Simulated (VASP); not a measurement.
# K2TaO3 (P6/mmm) in VASP: further runs

K2TaO3 is run at these levels: PBE; tasks: single point, relaxation of cell and atoms.

Program: VASP 6.6.1. These are calculated values, not measurements. Logs are shortened: lines on timing, memory, paths and dates and some standing lists are left out, and cuts for length are marked.

## (1) The cell of the first run

It takes space group P6/mmm (No. 191, hexagonal). Conventional cell: a = 6.296 Å, b = 6.296 Å, c = 3.453 Å, α = 90.00°, β = 90.00°, γ = 120.00°. K (site symmetry -6m2) has 6 O at 2.51 Å within 3.3 Å. Within 4.5 Å of Ta (site symmetry 6/mmm) lie 2 Ta at 3.45 Å and 12 O at 3.59 Å and 6 K at 3.64 Å. Within 3.3 Å of O (site symmetry mmm) lie 4 K at 2.51 Å and 4 O at 3.15 Å.

The cell was generated, and may not be a known phase.

## (2) Single point, PBE, collinear spin, ferrimagnetic start

Input file INCAR:

```
SYSTEM = K2TaO3
ALGO     = Normal         ! electronic algorithm
EDIFF    = 1E-6           ! SCF threshold, eV
ENCUT    = 520            ! plane-wave cutoff, eV
GGA      = PE             ! functional
ISIF     = 2              ! what is computed and relaxed
ISMEAR   = 0              ! smearing method
ISPIN    = 2              ! spin polarisation
LASPH    = .TRUE.         ! aspherical terms in the spheres
LCHARG   = .FALSE.        ! write CHGCAR
LMAXMIX  = 4              ! l up to which the mixer works
LORBIT   = 11             ! projections on sites
LREAL    = .FALSE.        ! projectors in reciprocal space
LWAVE    = .FALSE.        ! write WAVECAR
MAGMOM   = 0 0 2.83 -1 -1 -1 ! initial moments
NBANDS   = 36             ! bands
NELM     = 150            ! most SCF steps
PREC     = Accurate       ! precision mode
SIGMA    = 0.1            ! smearing width, eV
```

Input file KPOINTS:

```
k-points
0
G
  6 6 10
  0 0 0
```

Input file POSCAR:

```
K2TaO3
1.0
    6.2962250981      0.0000000000      0.0000000000
   -3.1481125490      5.4526908829      0.0000000000
    0.0000000000      0.0000000000      3.4530562993
K Ta O
2 1 3
Direct
    0.6666666667      0.3333333333      0.0000000000
    0.3333333333      0.6666666667      0.0000000000
    0.0000000000      0.0000000000      0.0000000000
    0.0000000000      0.5000000000      0.5000000000
    0.5000000000      0.5000000000      0.5000000000
    0.5000000000      0.0000000000      0.5000000000
```

Potentials or basis: VASP PAW PBE potentials, release 64 (K_sv, Ta_pv, O).

Started as:

```console
cat potpaw_PBE.64/K_sv/POTCAR potpaw_PBE.64/Ta_pv/POTCAR potpaw_PBE.64/O/POTCAR > POTCAR
mpirun -np 1 vasp_std > vasp.out
```

OUTCAR:

```text
SYSTEM = K2TaO3
   EDIFF = 1E-6
   ENCUT = 520
   GGA = PE
   ISIF = 2
   ISMEAR = 0
   ISPIN = 2
   LASPH = .TRUE.
   LORBIT = 11
   LREAL = .FALSE.
   NELM = 150
   PREC = Accurate

 ion  position               nearest neighbor table
   1  0.667  0.333  0.000-   6 2.51   6 2.51   4 2.51   4 2.51   5 2.51   5 2.51   3 3.64   2 3.64
                             2 3.64   3 3.64   3 3.64   2 3.64
   2  0.333  0.667  0.000-   6 2.51   6 2.51   4 2.51   4 2.51   5 2.51   5 2.51   3 3.64   1 3.64
                             1 3.64   3 3.64   3 3.64   1 3.64
   3  0.000  0.000  0.000-   1 3.64   2 3.64   2 3.64   1 3.64   1 3.64   2 3.64
   4  0.000  0.500  0.500-   1 2.51   2 2.51   1 2.51   2 2.51
   5  0.500  0.500  0.500-   1 2.51   2 2.51   1 2.51   2 2.51
   6  0.500  0.000  0.500-   1 2.51   2 2.51   1 2.51   2 2.51

  LATTYP: Found a hexagonal cell.
 ALAT       =     6.2962250981
 C/A-ratio  =     0.5484327904

  Lattice vectors:

 A1 = (   6.2962250981,   0.0000000000,   0.0000000000)
 A2 = (  -3.1481125490,   5.4526908829,   0.0000000000)
 A3 = (   0.0000000000,   0.0000000000,   3.4530562993)

Analysis of symmetry for initial positions (statically):
=====================================================================
 Subroutine PRICEL returns:
 Original cell was already a primitive cell.

 Routine SETGRP: Setting up the symmetry group for a
 hexagonal supercell.

 Subroutine GETGRP returns: Found 24 space group operations
 (whereof 24 operations were pure point group operations)
 out of a pool of 24 trial point group operations.

The static configuration has the point symmetry D_6h.

Analysis of symmetry for dynamics (positions and initial velocities):
=====================================================================
 Subroutine PRICEL returns:
 Original cell was already a primitive cell.

 Routine SETGRP: Setting up the symmetry group for a
 hexagonal supercell.

 Subroutine GETGRP returns: Found 24 space group operations
 (whereof 24 operations were pure point group operations)
 out of a pool of 24 trial point group operations.

The dynamic configuration has the point symmetry D_6h.

Analysis of structural, dynamic, and magnetic symmetry:
=====================================================================
 Subroutine PRICEL returns:
 Original cell was already a primitive cell.

 Routine SETGRP: Setting up the symmetry group for a
 hexagonal supercell.

 Subroutine GETGRP returns: Found 24 space group operations
 (whereof 24 operations were pure point group operations)
 out of a pool of 24 trial point group operations.

The overall configuration has the point symmetry D_6h.

 Subroutine INISYM returns: Found 24 space group operations
 (whereof 24 operations are pure point group operations),
 and found     1 'primitive' translations

----------------------------------------------------------------------------------------

                                     Primitive cell

  volume of cell :     118.5482

  direct lattice vectors                    reciprocal lattice vectors
     6.296225098  0.000000000  0.000000000     0.158825325  0.091697844  0.000000000
    -3.148112549  5.452690883  0.000000000     0.000000000  0.183395689  0.000000000
     0.000000000  0.000000000  3.453056299     0.000000000  0.000000000  0.289598522

  length of vectors
     6.296225098  6.296225098  3.453056299     0.183395689  0.183395689  0.289598522

  position of ions in fractional coordinates (direct lattice)
     0.666666667  0.333333333  0.000000000
     0.333333333  0.666666667  0.000000000
     0.000000000  0.000000000  0.000000000
     1.000000000  0.500000000  0.500000000
     0.500000000  0.500000000  0.500000000
     0.500000000  0.000000000  0.500000000

  ion indices of the primitive-cell ions
   primitive index   ion index
                 1           1
                 2           2
                 3           3
                 4           4
                 5           5
                 6           6

----------------------------------------------------------------------------------------

 KPOINTS: k-points

Automatic generation of k-mesh.
 Grid dimensions read from file:
 generate k-points for:    6    6   10

 Generating k-lattice:
[... 45 lines left out ...]
   number of dos      NEDOS =    301   number of ions     NIONS =      6
   total plane-waves  NPLWV =  64512
   dimension x,y,z NGX =    48 NGY =   48 NGZ =   28
   dimension x,y,z NGXF=    96 NGYF=   96 NGZF=   56
   ions per type =               2   1   3
   NGX,Y,Z   is equivalent  to a cutoff of  12.67, 12.67, 13.48 a.u.
   NGXF,Y,Z  is equivalent  to a cutoff of  25.35, 25.35, 26.96 a.u.
 SYSTEM =  K2TaO3
   PREC   = accura    normal or accurate (medium, high low for compatibility)
   ISTART =      0    job   : 0-new  1-cont  2-samecut
   ICHARG =      2    charge: 1-file 2-atom 10-const
   ISPIN  =      2    spin polarized calculation?
   LNONCOLLINEAR =      F non collinear calculations
   LSORBIT =      F    spin-orbit coupling
   LASPH  =      T    aspherical Exc in radial PAW
   ENCUT  =  520.0 eV  38.22 Ry    6.18 a.u.  11.71 11.71  6.42*2*pi/ulx,y,z
   NELM   =    150;   NELMIN=  2; NELMDL= -5     # of ELM steps
   EDIFF  = 0.1E-05   stopping-criterion for ELM
   LREAL  =      F    real-space projection
   EDIFFG = 0.1E-04   stopping-criterion for IOM
   NSW    =      0    number of steps for IOM
   IBRION =     -1    ionic relax: 0-MD 1-quasi-New 2-CG
   NFREE  =      0    steps in history (QN), initial steepest desc. (CG)
   ISIF   =      2    stress and relaxation
   ISYM   =      2    0-nonsym 1-usesym 2-fastsym
   POTIM  = 0.5000    time-step for ionic-motion
   TEBEG  =    0.0;   TEEND  =   0.0 temperature during run
   PSTRESS=    0.0 pullay stress
   NELECT =      47.0000    total number of electrons
   NUPDOWN=      -1.0000    fix difference up-down
   EMIN   =  10.00;   EMAX   =-10.00  energy-range for DOS
   EFERMI =   0.00;   METHOD = LEGACY
   ISMEAR =     0;   SIGMA  =   0.10  broadening in eV -4-tet -1-fermi 0-gaus
   EFERMI_NEDOS =   21; number of points for ismear=-14 and -15
   IALGO  =     38    algorithm
   IMIX   =      4    mixing-type and parameters
     AMIX     =   0.40;   BMIX     =  1.00
     AMIX_MAG =   1.60;   BMIX_MAG =  1.00
  volume/ion in A,a.u.               =      19.76       133.33
  Fermi-wavevector in a.u.,A,eV,Ry     =   1.202659  2.272696 19.679314  1.446389
  Thomas-Fermi vector in A             =   2.338434
   LORBIT       =     11    0 simple, 1 ext, 2 COOP (PROOUT), +10 PAW based schemes
   GGA     = PE    functional components
   LHFCALC =     F    Hartree Fock is set to
   AEXX    =    0.0000 exact exchange contribution
   IVDW    =     0    specifies the selected vdW correction
   LEPSILON=     F    determine dielectric tensor
   LRPA    =     F    only Hartree local field effects (RPA)
 spin polarized calculation
 Gauss-broadening in eV      SIGMA  =   0.10
  energy-cutoff  :      520.00
  volume of cell :      118.55
 maximum number of plane-waves:      3228
 NGX is ok and might be reduce to    48
   NGX = 23   NGY = 23   NGZ = 13

 number of electron      46.9999987 magnetization       0.0067055

 number of electron      46.9999987 magnetization      -0.0024994

 Free energy of the ion-electron system (eV)
  ---------------------------------------------------
  ext. energy  EPLUGINS =         0.00000000
  ---------------------------------------------------
  free energy    TOTEN  =       -22.84725347 eV

  energy without entropy =      -22.78636344  energy(sigma->0) =      -22.81680845

 E-fermi :  -0.2740     XC(G=0):  -9.2240

 val. band max:       -0.2747392086   @ k =   0.3333   0.1667   0.5000
 cond. band min:      -0.2680287670   @ k =   0.1667   0.1667   0.5000
 fundamental gap:      0.0067104417
 Fermi energy:        -0.2740009832

 spin component 1

 k-point     1 :       0.0000    0.0000    0.0000
  band No.  band energies     occupation
      1     -36.7901      1.00000
      2     -36.7901      1.00000
      3     -36.3340      1.00000
      4     -26.8682      1.00000
      5     -26.7719      1.00000
      6     -15.8240      1.00000
[... 901 lines left out ...]
     34      10.1541      0.00000
     35      10.2598      0.00000

 [... further k-points ...]

 spin component 2

 k-point     1 :       0.0000    0.0000    0.0000
  band No.  band energies     occupation
      1     -36.7910      1.00000
      2     -36.7910      1.00000
      3     -36.3358      1.00000
      4     -26.8682      1.00000
      5     -26.7719      1.00000
      6     -15.8239      1.00000
[... 901 lines left out ...]
     34      10.1539      0.00000
     35      10.2597      0.00000

 [... further k-points ...]

 [bands above 35 left out]

------------------------ aborting loop because EDIFF is reached ----------------------------------------

  FORCE on cell =-STRESS in cart. coord.  units (eV):
  Direction    XX          YY          ZZ          XY          YZ          ZX
  --------------------------------------------------------------------------------------
  -------------------------------------------------------------------------------------
  Total       -1.2047205     -1.2047205     -3.6304432     -0.0000000      0.0000000      0.0000000
  in kB      -16.2817884    -16.2817884    -49.0654115     -0.0000000      0.0000000      0.0000000
  external PRESSURE =     -27.2096627 kB  Pullay stress =       0.0000000 kB

 VOLUME and BASIS-vectors are now :
 -----------------------------------------------------------------------------
  energy-cutoff  :      520.00
  volume of cell :      118.55
      direct lattice vectors                 reciprocal lattice vectors
     6.296225098  0.000000000  0.000000000     0.158825325  0.091697844  0.000000000
    -3.148112549  5.452690883  0.000000000     0.000000000  0.183395689  0.000000000
     0.000000000  0.000000000  3.453056299     0.000000000  0.000000000  0.289598522

 POSITION                                       TOTAL-FORCE (eV/Angst)
 -----------------------------------------------------------------------------------
      3.14811      1.81756      0.00000        -0.000000      0.000000      0.000000
     -0.00000      3.63513      0.00000         0.000000     -0.000000      0.000000
      0.00000      0.00000      0.00000        -0.000000      0.000000      0.000000
     -1.57406      2.72635      1.72653        -0.000000      0.000000      0.000000
      1.57406      2.72635      1.72653        -0.000000      0.000000      0.000000
      3.14811      0.00000      1.72653        -0.000000      0.000000      0.000000
 -----------------------------------------------------------------------------------
    total drift:                               -0.000000      0.000000     -0.000000

  FREE ENERGIE OF THE ION-ELECTRON SYSTEM (eV)
  ---------------------------------------------------
  free  energy   TOTEN  =       -22.8472534668 eV

  energy  without entropy=      -22.7863634365  energy(sigma->0) =      -22.81680845

 total charge

# of ion       s       p       d       tot
------------------------------------------
    1        1.976   5.613   0.077   7.666
    2        1.976   5.613   0.077   7.666
    3        0.316   5.955   1.970   8.241
    4        1.599   3.171   0.000   4.770
    5        1.599   3.171   0.000   4.770
    6        1.599   3.171   0.000   4.770
--------------------------------------------------
tot          9.065  26.696   2.124  37.884

 magnetization (x)

# of ion       s       p       d       tot
------------------------------------------
    1        0.000   0.000  -0.000  -0.000
    2        0.000   0.000  -0.000  -0.000
    3       -0.000  -0.000  -0.003  -0.003
    4       -0.000   0.000   0.000   0.000
    5       -0.000   0.000   0.000   0.000
    6       -0.000   0.000   0.000   0.000
--------------------------------------------------
tot         -0.000   0.001  -0.003  -0.003
```

Wall time 13 min (1 thread of Intel Xeon Platinum 8488C (Sapphire Rapids), shared host); peak memory 0.48 GiB.

Results:

| Quantity | Value |
| --- | --- |
| Free energy | -22.8473 eV |
| Pressure | -2.7 GPa |
| Net moment | 0.00 μB per cell |
| Valence electrons inside the program's atomic spheres | K 7.67; Ta 8.24; O 4.77 |

Levels at points of the mesh, in eV from the Fermi level:
Spin up:
```
           k point  band 21  band 22  band 23  band 24  band 25  band 26
(0.00, 0.00, 0.00)    -0.43    -0.31    -0.05    -0.05     0.01     0.16
(0.50, 0.00, 0.00)    -0.53    -0.34    -0.23    -0.08     0.14     0.62
(0.00, 0.00, 0.50)    -0.24    -0.24    -0.17     0.41     0.41     0.55
(0.50, 0.00, 0.50)    -0.53    -0.30    -0.28    -0.12    -0.05     0.12
```
Spin down:
```
           k point  band 21  band 22  band 23  band 24  band 25  band 26
(0.00, 0.00, 0.00)    -0.43    -0.31    -0.05    -0.05     0.01     0.16
(0.50, 0.00, 0.00)    -0.53    -0.34    -0.24    -0.08     0.14     0.62
(0.00, 0.00, 0.50)    -0.24    -0.24    -0.17     0.41     0.41     0.54
(0.50, 0.00, 0.50)    -0.53    -0.30    -0.28    -0.12    -0.05     0.12
```

Caveat: spin-orbit coupling is left out, which moves the levels of the heavy elements.

## (3) Relaxation of cell and atoms, PBE, collinear spin, ferrimagnetic start

This run uses another cell than the first one, of 18.77 Å³/atom.

Input file INCAR:

```
SYSTEM = K2TaO3
ALGO = Normal
EDIFF = 1E-6
EDIFFG = -0.01
ENCUT = 600
GGA = PE
IBRION = 2
ISIF = 3
ISMEAR = 0
ISPIN = 2
LASPH = .True.
LCHARG = .False.
LMAXMIX = 4
LORBIT = 11
LREAL = .False.
LUSENCCL = .False.
LWAVE = .False.
MAGMOM = 0 0 2.83 -1 -1 -1
NELM = 150
NSW = 100
PREC = Accurate
SIGMA = 0.1
```

Input file KPOINTS:

```
k-points
0
Gamma
  6 6 10
  0 0 0
```

Input file POSCAR:

```
K2TaO3
1.0
    5.8071999400      0.0000000000      0.0000000000
   -2.9035999700      5.0291826700      0.0000000000
    0.0000000000      0.0000000000      3.8553258100
K Ta O
2 1 3
Direct
    0.6666666700      0.3333333300      0.0000000000
    0.3333333300      0.6666666700      0.0000000000
    0.0000000000      0.0000000000      0.0000000000
    0.0000000000      0.5000000000      0.5000000000
    0.5000000000      0.5000000000      0.5000000000
    0.5000000000      0.0000000000      0.5000000000
```

Potentials or basis: VASP PAW PBE potentials, release 64 (K_sv, Ta_pv, O).

Started as:

```console
cat potpaw_PBE.64/K_sv/POTCAR potpaw_PBE.64/Ta_pv/POTCAR potpaw_PBE.64/O/POTCAR > POTCAR
mpirun -np 1 vasp_std > vasp.out
```

Run time: 11 min. Hardware: 1 × NVIDIA H100 80GB with 1 thread of AMD EPYC 7R13 (Zen 3), shared host; peak memory 1.4 GiB.

It converged, with:

| Item | Value |
| --- | --- |
| Free energy | -23.3893 eV |
| Relaxed volume | 19.33 Å³/atom |
| Relaxed cell | a = 6.192 Å, b = 6.192 Å, c = 3.493 Å, α = 90.00°, β = 90.00°, γ = 120.00° |
| Space group after relaxing (to 0.1 Å) | P6/mmm (No. 191) |
| Energy gained by relaxing | 42.6 meV/atom |
| Ionic steps | 10 |
| Pressure after relaxing | 0.0 GPa |
| Net moment | 4.06 μB per cell |
| Site moments | K +0.03; Ta +1.68; O +0.41 μB |
| Valence electrons inside the program's atomic spheres | K 7.66; Ta 8.33; O 4.77 |

Step by step:
```
step  energy change (eV)  largest force (eV/Å)  pressure (GPa)  volume (Å³)
   1              0.0000                0.0000           -0.73       112.60
   2             -0.1273                0.0000            0.25       111.14
   3             -0.1898                0.0000            1.36       109.56
   4             -0.1226                0.0000            4.21       105.99
   5             -0.1982                0.0000            2.34       108.38
   6             -0.2482                0.0000            0.82       113.16
   7             -0.2555                0.0000           -0.04       116.45
   8             -0.2557                0.0000            0.05       116.08
   9             -0.2557                0.0000            0.09       115.92
  10             -0.2558                0.0000            0.05       115.99
```

Final structure:
```
CELL_PARAMETERS angstrom
6.19184 0.00000 0.00000
-3.09592 5.36229 0.00000
0.00000 0.00000 3.49335
ATOMIC_POSITIONS crystal
K 0.66667 0.33333 0.00000
K 0.33333 0.66667 0.00000
Ta 0.00000 0.00000 0.00000
O 0.00000 0.50000 0.50000
O 0.50000 0.50000 0.50000
O 0.50000 0.00000 0.50000
```

Levels at points of the mesh, in eV from the Fermi level:
Spin up:
```csv
k point,band 23,band 24,band 25,band 26,band 27,band 28
"(0.00, 0.00, 0.00)",-0.88,-0.51,-0.37,-0.32,-0.32,0.79
"(0.50, 0.00, 0.00)",-0.75,-0.64,-0.46,0.38,0.55,0.85
"(0.00, 0.00, 0.50)",-0.39,0.13,0.13,0.35,0.39,0.39
"(0.50, 0.00, 0.50)",-0.65,-0.60,-0.53,-0.19,0.23,0.26
```
Spin down:
| k point | band 18 | band 19 | band 20 | band 21 | band 22 | band 23 | band 24 | band 25 |
| --- | --- | --- | --- | --- | --- | --- | --- | --- |
| (0.00, 0.00, 0.00) | -1.40 | -0.64 | -0.64 | -0.38 | -0.08 | 0.70 | 0.70 | 0.79 |
| (0.50, 0.00, 0.00) | -0.90 | -0.66 | -0.51 | -0.46 | -0.31 | -0.14 | 0.68 | 1.32 |
| (0.00, 0.00, 0.50) | -0.63 | -0.63 | -0.26 | -0.02 | 0.30 | 0.30 | 1.32 | 1.32 |
| (0.50, 0.00, 0.50) | -1.02 | -0.81 | -0.58 | -0.01 | 0.07 | 0.24 | 0.59 | 1.18 |

Caveat: the highest band is partly filled, so the run has too few bands; spin-orbit coupling is left out, which moves the levels of the heavy elements.
